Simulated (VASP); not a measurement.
Input of a VASP 6.6.1 run:

Contents of INCAR:

```
  PREC = Accurate
  ENCUT = 520
  EDIFF = 1E-6
  ISMEAR = -1
  SIGMA = 0.05
  LREAL = F
  LASPH = T
  NELM = 100
  ALGO = Normal
  ISIF = 2
  LWAVE = F
  LCHARG = T
  GGA = B5
  ALDAX = 1.0
  AGGAX = 1.0
  AGGAC = 1.0
  ALDAC = 0.0
  LELF = T
  LVHAR = T
  NBANDS = 21
```

File KPOINTS:

```
regular mesh
0
Gamma
  7 7 7
```

File POSCAR:

```
Sn
1.0
    0.0000000000      3.2967577782      3.2967577782
    3.2967577782      0.0000000000      3.2967577782
    3.2967577782      3.2967577782      0.0000000000
Sn
2
Direct
    0.7500000000      0.7500000000      0.7500000000
    0.5000000000      0.5000000000      0.5000000000
```

Potentials or basis: VASP PAW PBE potentials, release 64 (Sn_d).

Command:

```bash
$ cat potpaw_PBE.64/Sn_d/POTCAR > POTCAR
$ mpirun -np 1 vasp_std > vasp.out
```

**Question.** Predict the band gap on the k mesh.

**Answer.** Zero (band 14 reaches 5.67 eV, above the bottom of band 15 at 5.50 eV).

**Question.** Estimate the pressure.

**Answer.** 3.5 GPa.

Caveat: the PAW data sets were made with another functional, which shifts forces and pressure a little; spin-orbit coupling is left out, which moves the levels of the heavy elements.
